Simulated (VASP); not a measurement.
# Na2LiSCl in VASP: a series of runs

Na2LiSCl is run at these levels: PBE+D3(BJ); tasks: single point, relaxation of cell and atoms.

All numbers are computed with VASP 6.6.1; they aren't measurements. Logs are shortened: lines on timing, memory, paths and dates and some standing lists are left out, and cuts for length are marked.

## Step 1: The cell of the first run

The cell holds a disordered packing, 20 atoms: a = 7.572 Å, b = 7.464 Å, c = 7.520 Å, α = 77.50°, β = 82.80°, γ = 88.81°.

## Step 2: Single point, PBE+D3(BJ)

File INCAR:

```
  PREC = Accurate
  ENCUT = 520
  EDIFF = 1E-6
  ISMEAR = 0
  SIGMA = 0.1
  LREAL = Auto
  LASPH = True
  NELM = 100
  ALGO = Normal
  ISIF = 2
  LWAVE = False
  LCHARG = False
  GGA = PE
  IVDW = 12
  NBANDS = 76
  ISYM = 0
```

File KPOINTS:

```
Automatic mesh
0
Gamma
  2 2 2
  0.5 0.5 0.5
```

File POSCAR:

```
Na2LiSCl
1.0
    7.5576587972      0.0603183453      0.4609631925
    0.0483563928      7.4216106069      0.7896608805
    0.4820802468      0.8402934457      7.4570631440
Na S Li Cl
8 4 4 4
Direct
    0.0045358040      0.9773612882      0.6135096327
    0.0623543618      0.6608158399      0.2381567869
    0.7172818887      0.8312128274      0.9620608622
    0.2415973177      0.1259845785      0.2146788986
    0.8823917086      0.3297451911      1.0283533041
    0.5141586139      0.3668241673      0.7802004729
    0.3413071728     -0.0113002953      0.7213058768
    0.6376814193      0.8321670091      0.4324031894
    0.2060286602      0.3121765551      0.4921151630
    0.7139210994      0.5414138274      0.2646692633
    0.2703477580      0.8011033265      0.4610403392
    0.6795365894      0.0922349447      0.6320670099
    0.5546399751      0.2530042481      0.3765813063
    0.1431735194      0.5434926689      0.6625554302
    0.8654112979      0.3608481011      0.5129480583
    0.4019767578      0.5624603211      0.3462625690
    0.5874154184      0.1187315834      0.1139128888
    0.8193927623      0.5819807689      0.7230368138
    0.0540033900      0.9883393613     -0.0147412665
    0.2256193944      0.4874754268      0.9677431731
```

Potentials or basis: VASP PAW PBE potentials, release 64 (Na_pv, S, Li_sv, Cl).

The run is started by

```sh
$ cat potpaw_PBE.64/Na_pv/POTCAR potpaw_PBE.64/S/POTCAR potpaw_PBE.64/Li_sv/POTCAR potpaw_PBE.64/Cl/POTCAR > POTCAR
$ mpirun -np 1 vasp_std > vasp.out
```

OUTCAR:

```text
PREC = Accurate
   ENCUT = 520
   EDIFF = 1E-6
   ISMEAR = 0
   LREAL = Auto
   LASPH = True
   NELM = 100
   ISIF = 2
   GGA = PE
   IVDW = 12
   ISYM = 0
 IVDW          = 12

 ion  position               nearest neighbor table
   1  0.005  0.977  0.614-  12 2.59  11 2.66   7 2.78
   2  0.062  0.661  0.238-  10 2.77
   3  0.717  0.831  0.962-  10 2.78
   4  0.242  0.126  0.215-  17 2.64   9 2.73  11 2.74
   5  0.882  0.330  0.028-  17 2.69  18 2.72
   6  0.514  0.367  0.780-  20 2.70  12 2.75
   7  0.341  0.989  0.721-  12 2.65  11 2.75   1 2.78
   8  0.638  0.832  0.432-  12 2.74  10 2.75  11 2.77
   9  0.206  0.312  0.492-  14 2.37  16 2.39  15 2.59   4 2.73
  10  0.714  0.541  0.265-  16 2.38  13 2.42  15 2.45   8 2.75   2 2.77   3 2.78
  11  0.270  0.801  0.461-  16 2.30  14 2.32   1 2.66   4 2.74   7 2.75   8 2.77
  12  0.680  0.092  0.632-  13 2.33  15 2.41   1 2.59   7 2.65   8 2.74   6 2.75
  13  0.555  0.253  0.377-  12 2.33  17 2.39  10 2.42  16 2.54
  14  0.143  0.543  0.663-  11 2.32   9 2.37  20 2.40  18 2.46
  15  0.865  0.361  0.513-  12 2.41  10 2.45  18 2.51   9 2.59
  16  0.402  0.562  0.346-  11 2.30  10 2.38   9 2.39  13 2.54
  17  0.587  0.119  0.114-  13 2.39   4 2.64   5 2.69
  18  0.819  0.582  0.723-  14 2.46  15 2.51   5 2.72
  19  0.054  0.988  0.985-
  20  0.226  0.487  0.968-  14 2.40   6 2.70

IMPORTANT INFORMATION: All symmetrisations will be switched off!
NOSYMM: (Re-)initialisation of all symmetry stuff for point group C_1.

----------------------------------------------------------------------------------------

                                     Primitive cell

  volume of cell :     411.6225

  direct lattice vectors                    reciprocal lattice vectors
     7.557658797  0.060318345  0.460963193     0.132839846  0.000048790 -0.008593258
     0.048356393  7.421610607  0.789660881    -0.000151725  0.136376692 -0.015357694
     0.482080247  0.840293446  7.457063144    -0.008195514 -0.014444538  0.136258541

  length of vectors
     7.571943731  7.463659066  7.519726403     0.133117509  0.137238785  0.137266898

  position of ions in fractional coordinates (direct lattice)
     0.004535804  0.977361288  0.613509633
     0.062354362  0.660815840  0.238156787
     0.717281889  0.831212827  0.962060862
     0.241597318  0.125984579  0.214678899
     0.882391709  0.329745191  0.028353304
     0.514158614  0.366824167  0.780200473
[... 12 lines left out ...]
     0.054003390  0.988339361  0.985258733
     0.225619394  0.487475427  0.967743173

  ion indices of the primitive-cell ions
   primitive index   ion index
                 1           1
                 2           2
                 3           3
                 4           4
                 5           5
                 6           6
[... 12 lines left out ...]
                19          19
                20          20

----------------------------------------------------------------------------------------

 KPOINTS: Automatic mesh

Automatic generation of k-mesh.
 Grid dimensions read from file:
 generate k-points for:    2    2    2

 Generating k-lattice:

  Cartesian coordinates                     Fractional coordinates (reciprocal lattice)
     0.066419923  0.000024395 -0.004296629     0.500000000  0.000000000 -0.000000000
    -0.000075862  0.068188346 -0.007678847     0.000000000  0.500000000  0.000000000
    -0.004097757 -0.007222269  0.068129271     0.000000000  0.000000000  0.500000000

  Length of vectors
     0.066558754  0.068619392  0.068633449

  Shift w.r.t. Gamma in fractional coordinates (k-lattice)
     0.500000000  0.500000000  0.500000000

 Subroutine IBZKPT returns following result:
 ===========================================

 Found      4 irreducible k-points:

 Following reciprocal coordinates:
            Coordinates               Weight
  0.250000  0.250000  0.250000      2.000000
 -0.250000  0.250000  0.250000      2.000000
  0.250000 -0.250000  0.250000      2.000000
 -0.250000 -0.250000  0.250000      2.000000
   k-points           NKPTS =      4   k-points in BZ     NKDIM =      4   number of bands    NBANDS=     76
   number of dos      NEDOS =    301   number of ions     NIONS =     20
   total plane-waves  NPLWV = 175616
   dimension x,y,z NGX =    56 NGY =   56 NGZ =   56
   dimension x,y,z NGXF=   112 NGYF=  112 NGZF=  112
   ions per type =               8   4   4   4
   NGX,Y,Z   is equivalent  to a cutoff of  12.30, 12.47, 12.38 a.u.
   NGXF,Y,Z  is equivalent  to a cutoff of  24.59, 24.95, 24.76 a.u.
 SYSTEM =  unknown system
   PREC   = accura    normal or accurate (medium, high low for compatibility)
   ISTART =      0    job   : 0-new  1-cont  2-samecut
   ICHARG =      2    charge: 1-file 2-atom 10-const
   ISPIN  =      1    spin polarized calculation?
   LNONCOLLINEAR =      F non collinear calculations
   LSORBIT =      F    spin-orbit coupling
   LASPH  =      T    aspherical Exc in radial PAW
   ENCUT  =  520.0 eV  38.22 Ry    6.18 a.u.  14.08 13.88 13.98*2*pi/ulx,y,z
   NELM   =    100;   NELMIN=  2; NELMDL= -5     # of ELM steps
   EDIFF  = 0.1E-05   stopping-criterion for ELM
   LREAL  =      T    real-space projection
   EDIFFG = 0.1E-04   stopping-criterion for IOM
   NSW    =      0    number of steps for IOM
   IBRION =     -1    ionic relax: 0-MD 1-quasi-New 2-CG
   NFREE  =      0    steps in history (QN), initial steepest desc. (CG)
   ISIF   =      2    stress and relaxation
   ISYM   =      0    0-nonsym 1-usesym 2-fastsym
   POTIM  = 0.5000    time-step for ionic-motion
   TEBEG  =    0.0;   TEEND  =   0.0 temperature during run
   PSTRESS=    0.0 pullay stress
   NELECT =     120.0000    total number of electrons
   NUPDOWN=      -1.0000    fix difference up-down
   EMIN   =  10.00;   EMAX   =-10.00  energy-range for DOS
   EFERMI =   0.00;   METHOD = LEGACY
   ISMEAR =     0;   SIGMA  =   0.10  broadening in eV -4-tet -1-fermi 0-gaus
   EFERMI_NEDOS =   21; number of points for ismear=-14 and -15
   IALGO  =     38    algorithm
   IMIX   =      4    mixing-type and parameters
     AMIX     =   0.40;   BMIX     =  1.00
     AMIX_MAG =   1.60;   BMIX_MAG =  1.00
  volume/ion in A,a.u.               =      20.58       138.89
  Fermi-wavevector in a.u.,A,eV,Ry     =   1.085514  2.051325 16.032306  1.178341
  Thomas-Fermi vector in A             =   2.221630
   LORBIT       =      0    0 simple, 1 ext, 2 COOP (PROOUT), +10 PAW based schemes
   GGA     = PE    functional components
   LHFCALC =     F    Hartree Fock is set to
   AEXX    =    0.0000 exact exchange contribution
   IVDW    =    12    specifies the selected vdW correction
   LEPSILON=     F    determine dielectric tensor
   LRPA    =     F    only Hartree local field effects (RPA)
 non-spin polarized calculation
 Gauss-broadening in eV      SIGMA  =   0.10
  energy-cutoff  :      520.00
  volume of cell :      411.62
 maximum number of plane-waves:     11103
   NGX = 29   NGY = 27   NGZ = 27

 number of electron     120.0000009 magnetization

 Free energy of the ion-electron system (eV)
  ---------------------------------------------------
  ext. energy  EPLUGINS =         0.00000000
  ---------------------------------------------------
  free energy    TOTEN  =       -68.93442507 eV

  energy without entropy =      -68.93442507  energy(sigma->0) =      -68.93442507

 E-fermi :   1.6466     XC(G=0):  -8.0893

 val. band max:        1.0654723149   @ k =  -0.2500   0.2500   0.2500
 cond. band min:       4.5996388346   @ k =   0.2500   0.2500   0.2500
 fundamental gap:      3.5341665196
 Fermi energy:         1.6466390441

 k-point     1 :       0.2500    0.2500    0.2500
  band No.  band energies     occupation
      1     -43.3460      2.00000
      2     -43.2219      2.00000
      3     -43.1434      2.00000
      4     -43.0981      2.00000
      5     -21.9721      2.00000
      6     -21.9598      2.00000
[... 64 lines left out ...]
     71       7.6767      0.00000
     72       7.7692      0.00000

 k-point     2 :      -0.2500    0.2500    0.2500
  band No.  band energies     occupation
      1     -43.3460      2.00000
      2     -43.2218      2.00000
      3     -43.1434      2.00000
      4     -43.0981      2.00000
      5     -21.9721      2.00000
      6     -21.9598      2.00000
[... 64 lines left out ...]
     71       7.5584      0.00000
     72       7.8388      0.00000

 k-point     3 :       0.2500   -0.2500    0.2500
  band No.  band energies     occupation
      1     -43.3460      2.00000
      2     -43.2218      2.00000
      3     -43.1434      2.00000
      4     -43.0981      2.00000
      5     -21.9721      2.00000
      6     -21.9598      2.00000
[... 64 lines left out ...]
     71       7.6223      0.00000
     72       7.8228      0.00000

 k-point     4 :      -0.2500   -0.2500    0.2500
  band No.  band energies     occupation
      1     -43.3460      2.00000
      2     -43.2219      2.00000
      3     -43.1434      2.00000
      4     -43.0981      2.00000
      5     -21.9721      2.00000
      6     -21.9598      2.00000
[... 64 lines left out ...]
     71       7.4563      0.00000
     72       7.8288      0.00000
 [bands above 72 left out]

------------------------ aborting loop because EDIFF is reached ----------------------------------------

 Edisp (eV)   -4.64634

 E8    (eV) :    -1.9533

  FORCE on cell =-STRESS in cart. coord.  units (eV):
  Direction    XX          YY          ZZ          XY          YZ          ZX
  --------------------------------------------------------------------------------------
  -------------------------------------------------------------------------------------
  Total       0.11389     0.11832     0.17144     0.04594     0.02399     0.16234
  in kB       0.44330     0.46054     0.66729     0.17881     0.09340     0.63187
  external pressure =        0.52 kB  Pullay stress =        0.00 kB

 VOLUME and BASIS-vectors are now :
 -----------------------------------------------------------------------------
  energy-cutoff  :      520.00
  volume of cell :      411.62
      direct lattice vectors                 reciprocal lattice vectors
     7.557658797  0.060318345  0.460963193     0.132839846  0.000048790 -0.008593258
     0.048356393  7.421610607  0.789660881    -0.000151725  0.136376692 -0.015357694
     0.482080247  0.840293446  7.457063144    -0.008195514 -0.014444538  0.136258541

 POSITION                                       TOTAL-FORCE (eV/Angst)
 -----------------------------------------------------------------------------------
      0.37730      7.76940      5.34885        -0.003728     -0.006757      0.002274
      0.61802      5.10820      2.32651         0.006074     -0.010948     -0.007181
      5.92496      7.02062      8.16117         0.002797     -0.012104     -0.004650
      1.93549      1.12997      1.81173        -0.017431      0.011152      0.001842
      6.69843      2.52429      0.87857         0.005274      0.007025      0.004754
      4.27969      3.40904      6.34468        -0.004508      0.011804     -0.005763
[... 12 lines left out ...]
      0.93091      8.16623      8.15248        -0.004226      0.008147     -0.017574
      2.19526      4.44465      7.70546         0.024712     -0.005908     -0.010929
 -----------------------------------------------------------------------------------
    total drift:                               -0.002944      0.000622      0.000917

  FREE ENERGIE OF THE ION-ELECTRON SYSTEM (eV)
  ---------------------------------------------------
  free  energy   TOTEN  =       -73.5807631049 eV

  energy  without entropy=      -73.5807631049  energy(sigma->0) =      -73.58076310
```

It took 2.8 min on 1 thread of Intel Xeon Platinum 8375C at 2.90GHz (Ice Lake), shared host; peak memory 0.47 GiB.

What came out:

```yaml
Free_energy: -73.5808 eV
Largest_force: 0.028 eV/Å
Band_gap_on_the_k_mesh: 3.53 eV (least direct gap 3.56 eV)
Dispersion_energy_per_atom: -0.232 eV
```

Forces in eV/Å, atoms in the order of the input:
```
Na  -0.004 -0.007  0.002
Na   0.006 -0.011 -0.007
Na   0.003 -0.012 -0.005
Na  -0.017  0.011  0.002
Na   0.005  0.007  0.005
Na  -0.005  0.012 -0.006
Na   0.000 -0.001  0.004
Na   0.008 -0.009  0.008
S   -0.005  0.013 -0.003
S   -0.007 -0.003  0.002
S    0.000 -0.005 -0.002
S   -0.003  0.017  0.016
Li  -0.007  0.009  0.005
Li   0.002 -0.005  0.006
Li  -0.005 -0.008 -0.011
Li  -0.001 -0.007  0.001
Cl   0.008 -0.012  0.011
Cl   0.000  0.007  0.000
Cl  -0.004  0.008 -0.018
Cl   0.025 -0.006 -0.011
```

Caveat: the cutoff is under 1.25 times the usual one of these potentials, so pressure, stress and relaxed cells hold a basis-set (Pulay) error.

(Part 1 of 2 ends here.)
